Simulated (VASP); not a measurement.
Ca3Lu, 4 atoms in the cell. Symmetry: Pm-3m, No. 221, cubic system. Conventional cell: a = 5.289 Å, b = 5.289 Å, c = 5.289 Å, α = 90.00°, β = 90.00°, γ = 90.00°. Ca (site symmetry 4/mmm) has 8 Ca at 3.74 Å and 4 Lu at 3.74 Å within 4.9 Å. Lu (site symmetry m-3m) has 12 Ca at 3.74 Å within 4.9 Å. 

* Program: VASP 6.6.1
* Task: single point
* Functional: PBE
* Potentials or basis: VASP PAW PBE potentials, release 64 (Ca_sv, Lu)
* Cutoff: 520 eV
* k mesh: 5 × 5 × 5
* Occupations: fermi-dirac, width 0.05 eV
* Spin: no spin polarisation
* Dipole correction: no
* Further INCAR settings: ALGO = Normal; EDIFF = 1e-06; NBANDS = 36

Potentials or basis: VASP PAW PBE potentials, release 64 (Ca_sv, Lu).

Command:

```sh
$ cat potpaw_PBE.64/Ca_sv/POTCAR potpaw_PBE.64/Lu/POTCAR > POTCAR
$ mpirun -np 1 vasp_std > vasp.out
```

Hardware: 1 thread of AMD EPYC 7R43 64-Core Processor (Zen 3) (shared host).

Question: Estimate the wall time of this run.

Answer: It took 78 s on 1 thread of AMD EPYC 7R43 64-Core Processor (Zen 3) (shared host), peak memory 0.22 GiB. Counts: scf iterations 14, k points 10.
